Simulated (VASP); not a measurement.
# GaSb (I-4m2) in VASP: further runs

Runs on GaSb. Level: PBEsol. Tasks: single point.

All numbers are computed with VASP 6.6.1; they aren't measurements. Logs are shortened: lines on timing, memory, paths and dates and some standing lists are left out, and cuts for length are marked.

### 1 The cell of the first run

It takes space group I-4m2 (No. 119, tetragonal). Conventional cell: a = 4.071 Å, b = 4.071 Å, c = 6.909 Å, α = 90.00°, β = 90.00°, γ = 90.00°. Ga (site symmetry -4m2) has 4 Sb at 2.67 Å within 3.5 Å. Within 3.5 Å of Sb (site symmetry -4m2) lie 4 Ga at 2.67 Å.

### 2 Single point, PBEsol

File INCAR:

```
PREC = Accurate
ENCUT = 520
EDIFF = 1E-7
ISMEAR = 0
SIGMA = 0.15
LREAL = False
LASPH = True
NELM = 100
ALGO = Normal
ISIF = 2
LWAVE = False
LCHARG = True
GGA = PS
LELF = True
LVHAR = True
NBANDS = 16
```

File KPOINTS:

```
regular mesh
0
Gamma
  16 16 16
```

File POSCAR:

```
GaSb
1.0
    0.0000000000      2.8786292123      3.4543550548
    2.8786292123      0.0000000000      3.4543550548
    2.8786292123      2.8786292123      0.0000000000
Ga Sb
1 1
Direct
    0.0000000000      0.0000000000      0.0000000000
    0.7500000000      0.7500000000      0.7500000000
```

Potentials or basis: VASP PAW PBE potentials, release 64 (Ga_d, Sb).

On the command line:

```console
$ cat potpaw_PBE.64/Ga_d/POTCAR potpaw_PBE.64/Sb/POTCAR > POTCAR
$ mpirun -np 1 vasp_std > vasp.out
```

OUTCAR:

```text
PREC = Accurate
   ENCUT = 520
   EDIFF = 1E-7
   ISMEAR = 0
   LREAL = False
   LASPH = True
   NELM = 100
   ISIF = 2
   GGA = PS

 ion  position               nearest neighbor table
   1  0.000  0.000  0.000-   2 2.67   2 2.67   2 2.67   2 2.67
   2  0.750  0.750  0.750-   1 2.67   1 2.67   1 2.67   1 2.67

  LATTYP: Found a body centered tetragonal cell.
 ALAT       =     4.0709964731
 C/A-ratio  =     1.6970562749

  Lattice vectors:

 A1 = (  -2.8786292123,   0.0000000000,   3.4543550548)
 A2 = (   2.8786292123,   0.0000000000,   3.4543550548)
 A3 = (   0.0000000000,   2.8786292123,  -3.4543550548)

Analysis of symmetry for initial positions (statically):
=====================================================================
 Subroutine PRICEL returns:
 Original cell was already a primitive cell.

 Routine SETGRP: Setting up the symmetry group for a
 body centered tetragonal supercell.

 Subroutine GETGRP returns: Found  8 space group operations
 (whereof  8 operations were pure point group operations)
 out of a pool of 16 trial point group operations.

The static configuration has the point symmetry D_2d.

Analysis of symmetry for dynamics (positions and initial velocities):
=====================================================================
 Subroutine PRICEL returns:
 Original cell was already a primitive cell.

 Routine SETGRP: Setting up the symmetry group for a
 body centered tetragonal supercell.

 Subroutine GETGRP returns: Found  8 space group operations
 (whereof  8 operations were pure point group operations)
 out of a pool of 16 trial point group operations.

The dynamic configuration has the point symmetry D_2d.

 Subroutine INISYM returns: Found  8 space group operations
 (whereof  8 operations are pure point group operations),
 and found     1 'primitive' translations

----------------------------------------------------------------------------------------

                                     Primitive cell

  volume of cell :      57.2491

  direct lattice vectors                    reciprocal lattice vectors
     0.000000000  2.878629212  3.454355055    -0.173693784  0.173693784  0.144744820
     2.878629212  0.000000000  3.454355055     0.173693784 -0.173693784  0.144744820
     2.878629212  2.878629212  0.000000000     0.173693784  0.173693784 -0.144744820

  length of vectors
     4.496562575  4.496562575  4.070996473     0.285114230  0.285114230  0.285114230

  position of ions in fractional coordinates (direct lattice)
[... 80 lines left out ...]
   LREAL  =      F    real-space projection
   EDIFFG = 0.1E-05   stopping-criterion for IOM
   NSW    =      0    number of steps for IOM
   IBRION =     -1    ionic relax: 0-MD 1-quasi-New 2-CG
   NFREE  =      0    steps in history (QN), initial steepest desc. (CG)
   ISIF   =      2    stress and relaxation
   ISYM   =      2    0-nonsym 1-usesym 2-fastsym
   POTIM  = 0.5000    time-step for ionic-motion
   TEBEG  =    0.0;   TEEND  =   0.0 temperature during run
   PSTRESS=    0.0 pullay stress
   NELECT =      18.0000    total number of electrons
   NUPDOWN=      -1.0000    fix difference up-down
   EMIN   =  10.00;   EMAX   =-10.00  energy-range for DOS
   EFERMI =   0.00;   METHOD = LEGACY
   ISMEAR =     0;   SIGMA  =   0.15  broadening in eV -4-tet -1-fermi 0-gaus
   EFERMI_NEDOS =   21; number of points for ismear=-14 and -15
   IALGO  =     38    algorithm
   IMIX   =      4    mixing-type and parameters
     AMIX     =   0.40;   BMIX     =  1.00
     AMIX_MAG =   1.60;   BMIX_MAG =  1.00
  volume/ion in A,a.u.               =      28.62       193.17
  Fermi-wavevector in a.u.,A,eV,Ry     =   1.113208  2.103657 16.860766  1.239231
  Thomas-Fermi vector in A             =   2.249790
   LORBIT       =      0    0 simple, 1 ext, 2 COOP (PROOUT), +10 PAW based schemes
   GGA     = PS    functional components
   LHFCALC =     F    Hartree Fock is set to
   AEXX    =    0.0000 exact exchange contribution
   IVDW    =     0    specifies the selected vdW correction
   LEPSILON=     F    determine dielectric tensor
   LRPA    =     F    only Hartree local field effects (RPA)
 non-spin polarized calculation
 Gauss-broadening in eV      SIGMA  =   0.15
  energy-cutoff  :      520.00
  volume of cell :       57.25
 maximum number of plane-waves:      1569
 NGX is ok and might be reduce to    36

 number of electron      17.9999996 magnetization

 Free energy of the ion-electron system (eV)
  ---------------------------------------------------
  ext. energy  EPLUGINS =         0.00000000
  ---------------------------------------------------
  free energy    TOTEN  =        -7.95014335 eV

  energy without entropy =       -7.94781660  energy(sigma->0) =       -7.94897997

 E-fermi :   4.9866     XC(G=0):  -9.2992

 val. band max:        4.9853514732   @ k =   0.1250  -0.0000   0.0000
 cond. band min:       5.0677340648   @ k =  -0.1250   0.1250   0.0000
 fundamental gap:      0.0823825916
 Fermi energy:         4.9865799906

 k-point     1 :       0.0000    0.0000    0.0000
  band No.  band energies     occupation
      1     -10.2736      2.00000
      2     -10.2508      2.00000
      3     -10.2508      2.00000
      4     -10.2196      2.00000
      5     -10.2096      2.00000
      6      -6.7164      2.00000
[... 433 lines left out ...]
      3     -10.2500      2.00000
      4     -10.2204      2.00000
      5     -10.2089      2.00000
      6      -6.5976      2.00000
[... 8 lines left out ...]
     15      11.8704      0.00000
     16      12.8063      0.00000

 [... further k-points ...]

------------------------ aborting loop because EDIFF is reached ----------------------------------------

  FORCE on cell =-STRESS in cart. coord.  units (eV):
  Direction    XX          YY          ZZ          XY          YZ          ZX
  --------------------------------------------------------------------------------------
  -------------------------------------------------------------------------------------
  Total        1.1182593      1.1182593     -2.3852515      0.0000000      0.0000000      0.0000000
  in kB       31.2957012     31.2957012    -66.7538521      0.0000000      0.0000000      0.0000000
  external PRESSURE =      -1.3874832 kB  Pullay stress =       0.0000000 kB

 VOLUME and BASIS-vectors are now :
 -----------------------------------------------------------------------------
  energy-cutoff  :      520.00
  volume of cell :       57.25
      direct lattice vectors                 reciprocal lattice vectors
     0.000000000  2.878629212  3.454355055    -0.173693784  0.173693784  0.144744820
     2.878629212  0.000000000  3.454355055     0.173693784 -0.173693784  0.144744820
     2.878629212  2.878629212  0.000000000     0.173693784  0.173693784 -0.144744820

 POSITION                                       TOTAL-FORCE (eV/Angst)
 -----------------------------------------------------------------------------------
      0.00000      0.00000      0.00000         0.000000      0.000000      0.000000
      4.31794      4.31794      5.18153        -0.000000     -0.000000     -0.000000
 -----------------------------------------------------------------------------------
    total drift:                               -0.000000     -0.000000     -0.000006

  FREE ENERGIE OF THE ION-ELECTRON SYSTEM (eV)
  ---------------------------------------------------
  free  energy   TOTEN  =        -7.9501433455 eV

  energy  without entropy=       -7.9478166012  energy(sigma->0) =       -7.94897997
```

It took 5.3 min on 1 thread of Intel Xeon Platinum 8259CL at 2.50GHz (Skylake/Cascade Lake), shared host; peak memory 0.45 GiB.

What came out:

```
Free energy            : -7.9501 eV
Pressure               : -0.1 GPa
Band gap on the k mesh : zero (bands 9 and 10 overlap by 0.52 eV)
```

Caveat: semilocal functionals underestimate gaps, so a narrow gap can read as zero; the PAW data sets were made with another functional, which shifts forces and pressure a little; spin-orbit coupling is left out, which moves the levels of the heavy elements.

### 3 Single point, PBEsol

This run uses another cell than the first one, of the same volume but with other edges.

File INCAR:

```
  PREC = Accurate
  ENCUT = 520
  EDIFF = 1E-6
  ISMEAR = 0
  SIGMA = 0.15
  LREAL = F
  LASPH = T
  NELM = 60
  ALGO = Normal
  ISIF = 2
  LWAVE = F
  LCHARG = F
  GGA = PS
  NBANDS = 16
```

File KPOINTS:

```
Automatic mesh
0
Gamma
  16 16 16
```

File POSCAR:

```
GaSb
1.0
    0.0000000000      3.3231346802      2.5920450506
    3.3231346802      0.0000000000      2.5920450506
    3.3231346802      3.3231346802      0.0000000000
Ga Sb
1 1
Direct
    0.0000000000      0.0000000000      0.0000000000
    0.7500000000      0.7500000000      0.7500000000
```

Potentials or basis: VASP PAW PBE potentials, release 64 (Ga_d, Sb).

On the command line:

```console
$ cat potpaw_PBE.64/Ga_d/POTCAR potpaw_PBE.64/Sb/POTCAR > POTCAR
$ mpirun -np 1 vasp_std > vasp.out
```

Wall time 3.8 min (1 thread of Intel Xeon Platinum 8259CL at 2.50GHz (Skylake/Cascade Lake), shared host); peak memory 0.45 GiB.

The run converged. Its results:

```yaml
Free_energy: -7.9448 eV
Pressure: -1.0 GPa
Band_gap_on_the_k_mesh: zero (bands 9 and 10 overlap by 0.91 eV)
```

Stress tensor (GPa, compression positive):
```
-2.78  0.00  0.00
 0.00 -2.78  0.00
 0.00  0.00  2.44
```

Levels at points of the mesh, in eV from the Fermi level:
| k point | band 5 | band 6 | band 7 | band 8 | band 9 | band 10 | band 11 | band 12 | band 13 | band 14 |
| --- | --- | --- | --- | --- | --- | --- | --- | --- | --- | --- |
| (0.00, 0.00, 0.00) | -14.93 | -11.39 | -0.36 | -0.36 | -0.33 | 0.65 | 2.67 | 3.35 | 3.35 | 5.84 |
| (0.50, 0.00, 0.00) | -14.92 | -9.74 | -6.29 | -1.84 | -0.55 | -0.09 | 3.11 | 4.78 | 7.11 | 8.11 |
| (0.50, 0.50, 0.00) | -14.91 | -8.48 | -5.97 | -3.37 | -3.37 | -0.18 | 0.50 | 8.69 | 8.69 | 9.92 |
| (0.50, 0.00, 0.50) | -14.93 | -9.24 | -7.07 | -1.93 | -1.75 | 1.61 | 1.79 | 6.88 | 7.03 | 8.17 |

Caveat: the PAW data sets were made with another functional, which shifts forces and pressure a little; spin-orbit coupling is left out, which moves the levels of the heavy elements.

### 4 Single point, PBEsol

This run uses another cell than the first one, of the same volume but with other edges.

File INCAR:

```
PREC = Accurate
ENCUT = 520
EDIFF = 1E-6
ISMEAR = 0
SIGMA = 0.15
LREAL = F
LASPH = T
NELM = 100
ALGO = Normal
ISIF = 2
LWAVE = F
LCHARG = F
GGA = PS
NBANDS = 16
```

File KPOINTS:

```
regular mesh
0
Gamma
  16 16 16
```

File POSCAR:

```
GaSb
1.0
    0.0000000000      2.8028403405      3.6436924427
    2.8028403405      0.0000000000      3.6436924427
    2.8028403405      2.8028403405      0.0000000000
Ga Sb
1 1
Direct
    0.0000000000      0.0000000000      0.0000000000
    0.7500000000      0.7500000000      0.7500000000
```

On the command line:

```console
$ cat potpaw_PBE.64/Ga_d/POTCAR potpaw_PBE.64/Sb/POTCAR > POTCAR
$ mpirun -np 1 vasp_std > vasp.out
```

Run time: 4.4 min. Hardware: 1 thread of Intel Xeon Platinum 8259CL at 2.50GHz (Skylake/Cascade Lake), shared host; peak memory 0.46 GiB.

Results (log left out):

| Quantity | Value |
| --- | --- |
| Free energy | -7.7312 eV |
| Pressure | -0.1 GPa |
| Band gap on the k mesh | zero (bands 9 and 10 overlap by 0.64 eV) |

Stress tensor (GPa, compression positive):
```
 4.16  0.00  0.00
 0.00  4.16  0.00
 0.00  0.00 -8.57
```

Levels at points of the mesh, in eV from the Fermi level:
```csv
k point,band 5,band 6,band 7,band 8,band 9,band 10,band 11,band 12,band 13,band 14
"(0.00, 0.00, 0.00)",-15.18,-11.65,-1.63,-0.96,0.42,0.42,2.64,2.64,3.35,5.58
"(0.50, 0.00, 0.00)",-15.16,-9.99,-6.55,-2.41,-0.70,-0.13,3.89,4.29,6.54,7.77
"(0.50, 0.50, 0.00)",-15.17,-9.89,-7.72,-1.56,-1.56,2.03,2.21,7.91,7.91,8.39
"(0.50, 0.00, 0.50)",-15.16,-8.86,-6.51,-3.24,-2.98,0.01,0.48,6.36,6.46,7.54
```

Caveat: semilocal functionals underestimate gaps, so a narrow gap can read as zero; the PAW data sets were made with another functional, which shifts forces and pressure a little; spin-orbit coupling is left out, which moves the levels of the heavy elements.

### 5 Overview

| cell | gap on the mesh (eV) | pressure (GPa) |
| --- | --- | --- |
| a = 4.497, b = 4.497, c = 4.071 Å, angles 63.1, 63.1, 53.8°, 2 atoms | none | -0.1 |
| a = 4.214, b = 4.214, c = 4.700 Å, angles 56.1, 56.1, 67.8°, 2 atoms | none | -1.0 |
| a = 4.597, b = 4.597, c = 3.964 Å, angles 64.5, 64.5, 51.1°, 2 atoms | none | -0.1 |

Alike in all rows: task single point; level PBEsol; potentials or basis VASP PAW PBE potentials, release 64 (Ga_d, Sb); no spin polarisation; k mesh 16 × 16 × 16; cutoff (eV) 520; smearing gaussian 0.15 eV.

Caveats: the PAW data sets were made with another functional, which shifts forces and pressure a little; spin-orbit coupling is left out, which moves the levels of the heavy elements; semilocal functionals underestimate gaps, so a narrow gap can read as zero (at least some runs).

Total energies depend on the potentials used, so only differences within one code and one set of settings carry meaning.
